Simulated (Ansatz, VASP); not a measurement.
Two plane-wave programs on GaN

Contents of INCAR:

```
ALGO     = Normal         # electronic algorithm
EDIFF    = 1E-6           # SCF threshold, eV
ENCUT    = 520            # plane-wave cutoff, eV
GGA      = PS             # functional
ISIF     = 2              # what is computed and relaxed
ISMEAR   = 0              # smearing method
LASPH    = True           # aspherical terms in the spheres
LCHARG   = True           # write CHGCAR
LELF     = True           # ELF
LREAL    = False          # projectors in reciprocal space
LVHAR    = True         
LWAVE    = False          # write WAVECAR
NBANDS   = 26             # bands
NELM     = 100            # most SCF steps
PREC     = Accurate       # precision mode
SIGMA    = 0.05           # smearing width, eV
```

File KPOINTS:

```
k-points
0
Gamma
  8 8 6
```

The input POSCAR:

```
GaN
1.0
    0.0000000000     -2.2490913701     -2.2191784549
    0.0000000000      2.2490913701     -2.2191784549
    4.4383569097      0.0000000000      0.0000000000
Ga N
2 2
Direct
    0.4992186320      0.4992186320      0.5000000000
    0.0007813680      0.0007813680      0.0000000000
    0.0064470480      0.4935529520      0.2500000000
    0.4935529520      0.0064470480      0.7500000000
```

Input for Ansatz:

```yaml
crystal:
  lattice:
    - [0.0, -2.2490913701, -2.2191784549]
    - [0.0, 2.2490913701, -2.2191784549]
    - [4.4383569097, 0.0, 0.0]
  atoms:
    - { symbol: Ga, position: [0.499218632, 0.499218632, 0.5] }
    - { symbol: Ga, position: [0.000781368, 0.000781368, 0.0] }
    - { symbol: "N", position: [0.006447048, 0.493552952, 0.25] }
    - { symbol: "N", position: [0.493552952, 0.006447048, 0.75] }
basis:
  ecutwfc: 520.0
kpoints:
  mp_grid: { grid: [8, 8, 6] }
hamiltonian:
  xc: pbesol
  pseudopotentials: { kind: paw, azcp: { folder: soft_1 } }
scf:
  occupations: { method: gaussian, width: 0.05 }
output:
  forces: true
  stress: true
  eigenvalues: true
```

Change from the starting cell: mode 11 frozen in at -0.029 Å, equal normal strain along x and y -0.0133.

Alike in both runs: task single point; functional PBEsol; k mesh 8 × 8 × 6; occupations gaussian, width 0.05 eV; no spin polarisation.

|  | VASP | Ansatz |
| --- | --- | --- |
| version | VASP 6.6.1 | Ansatz 0.2.0 |
| potentials or method | VASP PAW PBE potentials, release 64 (Ga_d, N), cutoff 520 eV | scalar-relativistic, plane waves, PAW |
| valence electrons in the cell | 36 | 36 |

VASP gave:

| Quantity | Value |
| --- | --- |
| gap on the k mesh at the Fermi level (eV) | 1.86 |
| least direct gap on the mesh (eV) | 1.86 |
| pressure (GPa) | 5.3 |
| traceless stress, the component that is largest in VASP (GPa) | -1.23 |
| rms of the force components (eV/Å) | 0.278 |

**Question.** What did Ansatz give for the same quantities?

**Answer.** gap on the k mesh at the Fermi level (eV): 1.85; least direct gap on the mesh (eV): 1.85; pressure (GPa): 5.5; traceless stress, the component that is largest in VASP (GPa): -1.22; rms of the force components (eV/Å): 0.281.

VASP's potentials were made for PBE, not for PBEsol, and Ansatz warns of the same on its side. Atom by atom the forces differ by 0.003 eV/Å (rms over components).
